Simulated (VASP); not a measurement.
Set up this calculation in VASP 6.6.1, as the native input.

```yaml
Task: relaxation of cell and atoms
Functional: LDA
Potentials_or_basis: VASP PAW LDA potentials, release 64 (Mg, Cd)
Cutoff: 600 eV
k_mesh: 6 × 6 × 5
Occupations: methfessel-paxton, width 0.1 eV
Spin: no spin polarisation
Dipole_correction: no
Further_INCAR_settings: ALGO = Normal; EDIFF = 1e-07; IBRION = 2; EDIFFG = -0.02; NSW = 80; ISIF = 3
```

The structure of MgCd5 lies in POSCAR:

```
MgCd5
1.0
    5.1834240000      0.0000000000      0.0000000000
   -2.5917120000      4.4889770000      0.0000000000
    0.0000000000      0.0000000000      5.5643600000
Mg Cd
1 5
Direct
    0.0000000000      0.0000000000      0.5000000000
    0.0000000000      0.3317660000      0.0000000000
    0.6682340000      0.6682340000      0.0000000000
    0.3317660000      0.0000000000      0.0000000000
    0.6666666667      0.3333333333      0.5000000000
    0.3333333333      0.6666666667      0.5000000000
```

The input as run:

INCAR

```
SYSTEM = MgCd5
PREC = Accurate ; ENCUT = 600
EDIFF = 1E-7 ; ISMEAR = 1
SIGMA = 0.1 ; LREAL = .False.
LASPH = .True. ; NELM = 60
ALGO = Normal ; ISIF = 3
LWAVE = .False. ; LCHARG = .False.
GGA = CA ; IBRION = 2
NSW = 80 ; EDIFFG = -0.02
```

KPOINTS

```
Automatic mesh
0
Gamma
  6 6 5
  0 0 0
```

Potentials or basis: VASP PAW LDA potentials, release 64 (Mg, Cd).

Run with:

```bash
$ cat potpaw_LDA.64/Mg/POTCAR potpaw_LDA.64/Cd/POTCAR > POTCAR
$ mpirun -np 1 vasp_std > vasp.out
```

It gave:

| Item | Value |
| --- | --- |
| Relaxed volume | 19.88 Å³/atom |
| Relaxed cell | a = 5.066 Å, b = 5.066 Å, c = 5.368 Å, α = 90.00°, β = 90.00°, γ = 120.00° |
| Space group after relaxing (to 0.1 Å) | P-62m (No. 189) |
| Energy gained by relaxing | 25.2 meV/atom |
| Ionic steps | 7 |
| Pressure after relaxing | 0.0 GPa |
| Largest force after relaxing | 0.018 eV/Å |
| Band gap on the k mesh | zero (bands 31 and 32 overlap by 1.51 eV) |

It took 3.7 min on 1 thread of Intel(R) Xeon(R) 6975P-C (Granite Rapids), on a shared host, peak memory 0.29 GiB.
